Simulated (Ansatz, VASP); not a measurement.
## One calculation of Pt, two programs

INCAR

```
SYSTEM = Pt
  PREC = Accurate
  ENCUT = 520
  EDIFF = 1E-6
  ISMEAR = 0
  SIGMA = 0.15
  LREAL = .FALSE.
  LASPH = .TRUE.
  NELM = 100
  ALGO = Fast
  ISIF = 2
  LWAVE = .FALSE.
  LCHARG = .FALSE.
  GGA = PE
  NBANDS = 11
```

KPOINTS

```
Automatic mesh
0
G
  24 24 24
  0 0 0
```

The input POSCAR:

```
Pt
1.0
   -1.7560295328      1.5887886249      1.5887886249
    1.5887886249     -1.7560295328      1.5887886249
    1.5887886249      1.5887886249     -1.7560295328
Pt
1
Direct
    0.0000000000      0.0000000000      0.0000000000
```

Input for Ansatz:

```yaml
crystal:
  lattice:
    - [-1.7560295328, 1.5887886249, 1.5887886249]
    - [1.5887886249, -1.7560295328, 1.5887886249]
    - [1.5887886249, 1.5887886249, -1.7560295328]
  atoms:
    - { symbol: Pt, position: [0.0, 0.0, 0.0] }
basis:
  ecutwfc: 420
kpoints:
  mp_grid: { grid: [24, 24, 24] }
hamiltonian:
  xc: pbe
scf:
  occupations: { method: gaussian, width: 0.15 }
output:
  forces: true
  stress: true
  eigenvalues: true
```

Alike in both runs: task single point; functional PBE; k mesh 24 × 24 × 24; occupations gaussian, width 0.15 eV; no spin polarisation.

|  | VASP | Ansatz |
| --- | --- | --- |
| version | VASP 6.6.1 | Ansatz 0.2.0 |
| potentials or method | VASP PAW PBE potentials, release 64 (Pt), cutoff 520 eV | scalar-relativistic, plane waves, PAW |
| valence electrons in the cell | 10 | 18 |

Ansatz gave:

- gap on the k mesh at the Fermi level (eV): none
- pressure (GPa): 10.7
- traceless stress, the component that is largest in VASP (GPa): 22.56

**Question.** Estimate VASP's values.

**Answer.** gap on the k mesh at the Fermi level (eV): none; pressure (GPa): 10.2; traceless stress, the component that is largest in VASP (GPa): 22.37.

A gap of «none» marks a metal or a gap that the smearing closes. VASP's potentials hold 10 valence electrons a cell and Ansatz's 18, so a difference there can come from the potentials and not from the codes.

Neither program's run includes spin-orbit coupling.
